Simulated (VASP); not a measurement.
Wanted: the native input for a VASP 6.6.1 run.

```yaml
Task: single point
Functional: PBE
Potentials_or_basis: VASP PAW PBE potentials, release 64 (Se, Na_pv, Sn_d, Cs_sv)
Cutoff: 520 eV
k_mesh: 6 × 6 × 6
Occupations: fermi-dirac, width 0.1 eV
Spin: no spin polarisation
Dipole_correction: no
k_mesh_for_the_DOS: 9 × 9 × 9
Occupations_for_the_DOS: tetrahedron
Further_INCAR_settings: ALGO = Normal; EDIFF = 1e-07; NBANDS = 48
```

Cs2NaSnSe6:

```
Se Na Sn Cs
1.0
     0.00000    5.19420    5.19420
     5.19420    0.00000    5.19420
     5.19420    5.19420    0.00000
Se Na Sn Cs
6 1 1 2
Direct
  0.76000 0.24000 0.24000
  0.24000 0.76000 0.24000
  0.24000 0.76000 0.76000
  0.76000 0.24000 0.76000
  0.24000 0.24000 0.76000
  0.76000 0.76000 0.24000
  0.50000 0.50000 0.50000
  0.00000 0.00000 0.00000
  0.25000 0.25000 0.25000
  0.75000 0.75000 0.75000
```

The input as run:

POSCAR

```
Cs2NaSnSe6
1.0
    0.0000000000      5.1941970000      5.1941970000
    5.1941970000      0.0000000000      5.1941970000
    5.1941970000      5.1941970000      0.0000000000
Se Na Sn Cs
6 1 1 2
Direct
    0.7600000000      0.2400000000      0.2400000000
    0.2400000000      0.7600000000      0.2400000000
    0.2400000000      0.7600000000      0.7600000000
    0.7600000000      0.2400000000      0.7600000000
    0.2400000000      0.2400000000      0.7600000000
    0.7600000000      0.7600000000      0.2400000000
    0.5000000000      0.5000000000      0.5000000000
    0.0000000000      0.0000000000      0.0000000000
    0.2500000000      0.2500000000      0.2500000000
    0.7500000000      0.7500000000      0.7500000000
```

INCAR.step1

```
  ALGO = Normal
  EDIFF = 1E-7
  ENCUT = 520
  GGA = PE
  ISIF = 2
  ISMEAR = -1
  LASPH = T
  LCHARG = T
  LREAL = F
  LWAVE = F
  NBANDS = 48
  NELM = 80
  PREC = Accurate
  SIGMA = 0.1
```

KPOINTS.step1

```
k-points
0
Gamma
  6 6 6
```

INCAR.step2

```
  ALGO = Normal
  EDIFF = 1E-7
  ENCUT = 520
  GGA = PE
  ICHARG = 11
  ISIF = 2
  ISMEAR = -5
  LASPH = T
  LCHARG = F
  LORBIT = 10
  LREAL = F
  LWAVE = F
  NBANDS = 48
  NEDOS = 2001
  NELM = 80
  PREC = Accurate
  SIGMA = 0.1
```

KPOINTS.step2

```
k-points
0
Gamma
  9 9 9
```

Potentials or basis: VASP PAW PBE potentials, release 64 (Se, Na_pv, Sn_d, Cs_sv).

The run is started by

```sh
$ cat potpaw_PBE.64/Se/POTCAR potpaw_PBE.64/Na_pv/POTCAR potpaw_PBE.64/Sn_d/POTCAR potpaw_PBE.64/Cs_sv/POTCAR > POTCAR
$ cp INCAR.step1 INCAR
$ cp KPOINTS.step1 KPOINTS
$ mpirun -np 1 vasp_std > vasp.out
$ cp INCAR.step2 INCAR
$ cp KPOINTS.step2 KPOINTS
$ mpirun -np 1 vasp_std > vasp.out
```

Results of the run:

```yaml
Valence_electrons_inside_the_program's_atomic_spheres: Se 3.81; Na 6.09; Sn 12.56; Cs 6.59
```

Wall time 11 min on 1 thread of Intel(R) Xeon(R) Platinum 8259CL CPU @ 2.50GHz (Skylake/Cascade Lake) (shared host), peak memory 0.69 GiB.
